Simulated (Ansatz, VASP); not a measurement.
Two plane-wave programs on Al2Rh

INCAR

```
ALGO = Normal ; EDIFF = 1E-6
ENCUT = 500 ; GGA = PE
GGA_COMPAT = False ; ISIF = 2
ISMEAR = 0 ; LASPH = True
LCHARG = False ; LREAL = False
LWAVE = False ; NBANDS = 30
NELM = 120 ; PREC = Accurate
SIGMA = 0.1
```

Contents of KPOINTS:

```
k-points
0
Gamma
  6 6 2
```

The input POSCAR:

```
Al2Rh
1.0
    3.0572254500      0.0000000000      0.0000000000
    0.0000000000      3.0572254500      0.0000000000
    0.0000000000      0.0000000000      9.9767829700
Al Rh
4 2
Direct
    0.0000000000      0.5000000000      0.8765436400
    0.0000000000      0.5000000000      0.3765436400
    0.5000000000      0.0000000000      0.6234563600
    0.5000000000      0.0000000000      0.1234563600
    0.0000000000      0.0000000000      0.5000000000
    0.5000000000      0.5000000000      0.0000000000
```

Input for Ansatz:

```yaml
crystal:
  lattice:
    - [3.05722545, 0.0, 0.0]
    - [0.0, 3.05722545, 0.0]
    - [0.0, 0.0, 9.97678297]
  atoms:
    - { symbol: Al, position: [0.0, 0.5, 0.87654364] }
    - { symbol: Al, position: [0.0, 0.5, 0.37654364] }
    - { symbol: Al, position: [0.5, 0.0, 0.62345636] }
    - { symbol: Al, position: [0.5, 0.0, 0.12345636] }
    - { symbol: Rh, position: [0.0, 0.0, 0.5] }
    - { symbol: Rh, position: [0.5, 0.5, 0.0] }
basis:
  ecutwfc: 420
kpoints:
  mp_grid: { grid: [6, 6, 2] }
hamiltonian:
  xc: pbe
scf:
  occupations: { method: gaussian, width: 0.1 }
  lower_state_search: "off"
output:
  forces: true
  stress: true
  eigenvalues: true
```

Change from the starting cell: species swapped into the GeS2 type (P4_2/nmc, No. 137).

Alike in both runs: task single point; functional PBE; k mesh 6 × 6 × 2; occupations gaussian, width 0.1 eV; no spin polarisation.

|  | VASP | Ansatz |
| --- | --- | --- |
| version | VASP 6.6.1 | Ansatz 0.2.0 |
| potentials or method | VASP PAW PBE potentials, release 64 (Al, Rh_pv), cutoff 500 eV | scalar-relativistic, plane waves, PAW |
| valence electrons in the cell | 42 | 46 |

|  | VASP | Ansatz | Ansatz less VASP |
| --- | --- | --- | --- |
| gap on the k mesh at the Fermi level (eV) | none | none | - |
| rms of the force components (eV/Å) | 5.199 | 5.173 | -0.0262 |

Atom by atom the forces differ by 0.026 eV/Å (rms over components). A gap of «none» marks a metal or a gap that the smearing closes. VASP's potentials hold 42 valence electrons a cell and Ansatz's 46, so a difference there can come from the potentials and not from the codes.
